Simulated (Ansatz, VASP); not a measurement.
# One calculation of Hf2NbN2, two programs

```
Hf Nb N
1.0
     5.07901    0.00000    0.00000
    -2.53951    4.39856    0.00000
     0.00000    0.00000    5.35129
Hf Nb N
2 1 2
Direct
  0.33333 0.66667 0.00000
  0.66667 0.33333 0.00000
  0.00000 0.00000 0.00000
  0.00000 0.00000 0.60832
  0.00000 0.00000 0.39168
```

Alike in both runs: functional PBE; k mesh 12 × 12 × 8; occupations gaussian, width 0.1 eV; no spin polarisation.

Ansatz relaxed the structure, and its values are those at the end. VASP's run is a single point on that final structure, the one shown.

|  | VASP | Ansatz |
| --- | --- | --- |
| version | VASP 6.6.1 | Ansatz 0.2.0 |
| potentials or method | VASP PAW PBE potentials, release 64 (Hf_pv, Nb_sv, N), cutoff 520 eV | scalar-relativistic, plane waves, PAW |
| valence electrons in the cell | 43 | 75 |

```tsv
	VASP	Ansatz	Ansatz less VASP
gap on the k mesh at the Fermi level (eV)	none	none	-
pressure (GPa)	0.0	0.0	+0.03
rms of the force components (eV/Å)	0.264	0.001	-0.2630
```

A gap of «none» marks a metal or a gap that the smearing closes. One of these differences is far larger than is usual between the two programs; its cause wasn't traced. The functional is the same, so the differences come from potentials, cutoffs and numerics. VASP's potentials hold 43 valence electrons a cell and Ansatz's 75, so a difference there can come from the potentials and not from the codes.

Neither program's run includes spin-orbit coupling. Noted on VASP's run: the standard files for N, O and F lose accuracy on very short bonds.
